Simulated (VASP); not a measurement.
Mo, 1 atom in the cell. It takes space group I4/mmm (No. 139, tetragonal). The conventional cell has a = 3.210 Å, b = 3.210 Å, c = 3.025 Å, α = 90.00°, β = 90.00°, γ = 90.00°. Mo (site symmetry 4/mmm) has 14 Mo at 2.73 to 3.21 Å within 3.6 Å. 

```yaml
Program: VASP 6.6.1
Task: single point
Functional: r2SCAN
Potentials_or_basis: VASP PAW PBE potentials, release 64 (Mo_sv)
Cutoff: 520 eV
k_mesh: 15 × 15 × 15
Occupations: fermi-dirac, width 0.05 eV
Spin: no spin polarisation
Dipole_correction: no
Further_INCAR_settings: ALGO = Normal; EDIFF = 1e-06; NBANDS = 13
```

Potentials or basis: VASP PAW PBE potentials, release 64 (Mo_sv).

Run with:

```bash
$ cat potpaw_PBE.64/Mo_sv/POTCAR > POTCAR
$ cp INCAR.step1 INCAR
$ mpirun -np 1 vasp_std > vasp.out
$ cp INCAR.step2 INCAR
$ mpirun -np 1 vasp_std > vasp.out
```

Hardware: 1 thread of Intel(R) Xeon(R) 6975P-C (Granite Rapids) (shared host).

Task: How long does it take, and how much memory?

Result: Wall time 2 min on 1 thread of Intel(R) Xeon(R) 6975P-C (Granite Rapids), with other jobs on the host, peak memory 0.17 GiB. Counts: k points 288.
